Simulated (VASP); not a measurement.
Set up this calculation in VASP 6.6.1, as the native input.

```
Task                   : single point
Functional             : PBE
Potentials or basis    : VASP PAW PBE potentials, release 64 (Sn_d, Ge_d)
Cutoff                 : 520 eV
k mesh                 : 6 × 6 × 1
Occupations            : gaussian, width 0.1 eV
Spin                   : no spin polarisation
Dipole correction      : no
Further INCAR settings : ALGO = Normal; EDIFF = 1e-07; NBANDS = 51
```

The structure of Sn5Ge lies in POSCAR:

```
Sn5Ge
1.0
    3.3509690400      0.0000000000      0.0000000000
   -1.6754845200      2.9020243200      0.0000000000
    0.0000000000      0.0000000000     16.4163285900
Sn Ge
5 1
Direct
    0.6666666700      0.3333333300      0.6666666700
    0.3333333300      0.6666666700      0.3333333300
    0.6666666700      0.3333333300      0.1666666700
    0.0000000000      0.0000000000      0.0000000000
    0.3333333300      0.6666666700      0.8333333300
    0.0000000000      0.0000000000      0.5000000000
```

The input as run:

INCAR

```
SYSTEM = Sn5Ge
  PREC = Accurate
  ENCUT = 520
  EDIFF = 1E-7
  ISMEAR = 0
  SIGMA = 0.1
  LREAL = .False.
  LASPH = .True.
  NELM = 60
  ALGO = Normal
  ISIF = 2
  LWAVE = .False.
  LCHARG = .True.
  GGA = PE
  LELF = .True.
  LVHAR = .True.
  NBANDS = 51
```

KPOINTS

```
Automatic mesh
0
Gamma
  6 6 1
  0 0 0
```

Potentials or basis: VASP PAW PBE potentials, release 64 (Sn_d, Ge_d).

Command:

```console
$ cat potpaw_PBE.64/Sn_d/POTCAR potpaw_PBE.64/Ge_d/POTCAR > POTCAR
$ mpirun -np 1 vasp_std > vasp.out
```

It gave:

```json
{
  "Pressure": "1.0 GPa",
  "Largest force": "0.549 eV/Å",
  "Band gap on the k mesh": "zero (bands 42 and 43 overlap by 6.91 eV)"
}
```

Caveat: the k points lie up to 0.38 Å⁻¹ apart, too coarse for converged energies and pressures of a metal; spin-orbit coupling is left out, which moves the levels of the heavy elements.

It took 66 s on 1 thread of Intel Xeon 8259CL, with other jobs on the host, peak memory 0.28 GiB.
